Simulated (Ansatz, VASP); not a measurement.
**MnV in VASP and in Ansatz**

The input INCAR:

```
SYSTEM = MnV
PREC     = Accurate       ! precision mode
ENCUT    = 520            ! plane-wave cutoff, eV
EDIFF    = 1E-6           ! SCF threshold, eV
ISMEAR   = -1             ! smearing method
SIGMA    = 0.05           ! smearing width, eV
LREAL    = .FALSE.        ! projectors in reciprocal space
LASPH    = .TRUE.         ! aspherical terms in the spheres
NELM     = 100            ! most SCF steps
ALGO     = Normal         ! electronic algorithm
ISIF     = 2              ! what is computed and relaxed
LWAVE    = .FALSE.        ! write WAVECAR
LCHARG   = .FALSE.        ! write CHGCAR
GGA      = CA             ! functional
NBANDS   = 20             ! bands
```

File KPOINTS:

```
regular mesh
0
G
  11 11 11
  0 0 0
```

File POSCAR:

```
MnV
1.0
    2.5992147530      0.0000000000      0.0000000000
    0.0000000000      2.5992147530      0.0000000000
    0.0000000000      0.0000000000      2.5992147530
Mn V
1 1
Direct
    0.0000000000      0.0000000000      0.0000000000
    0.5000000000      0.5000000000      0.5000000000
```

Input for Ansatz:

```yaml
crystal:
  lattice:
    - [2.599214753, 0.0, 0.0]
    - [0.0, 2.599214753, 0.0]
    - [0.0, 0.0, 2.599214753]
  atoms:
    - { symbol: Mn, position: [0.0, 0.0, 0.0] }
    - { symbol: V, position: [0.5, 0.5, 0.5] }
kpoints:
  mp_grid: { grid: [11, 11, 11] }
scf:
  occupations: { method: fermi_dirac, width: 0.05 }
hamiltonian:
  xc: lda
  pseudopotentials: { kind: paw }
output:
  forces: true
  stress: true
  eigenvalues: true
```

Change from the starting cell: volume scaled by 0.72, no spin polarisation, PAW files.

Alike in both runs: task single point; functional LDA; k mesh 11 × 11 × 11; occupations fermi-dirac, width 0.05 eV; no spin polarisation.

```csv
,VASP,Ansatz
version,VASP 6.6.1,Ansatz 0.2.0
potentials or method,"VASP PAW LDA potentials, release 64 (Mn_pv, V_sv)","PAW with Ansatz's default frozen-core files, scalar-relativistic"
plane-wave cutoff (eV),520,420
valence electrons in the cell,26,28
```

|  | VASP | Ansatz | Ansatz less VASP |
| --- | --- | --- | --- |
| pressure (GPa) | 109.1 | 106.4 | -2.64 |

LDA's correlation is that of Perdew and Zunger in VASP and of Perdew and Wang (1992) in Ansatz. Both programs put the cell under a high pressure, so it lies far from rest at this level. VASP's potentials hold 26 valence electrons a cell and Ansatz's 28, so a difference there can come from the potentials and not from the codes.

Noted on VASP's run: the cell as given lies far from equilibrium.
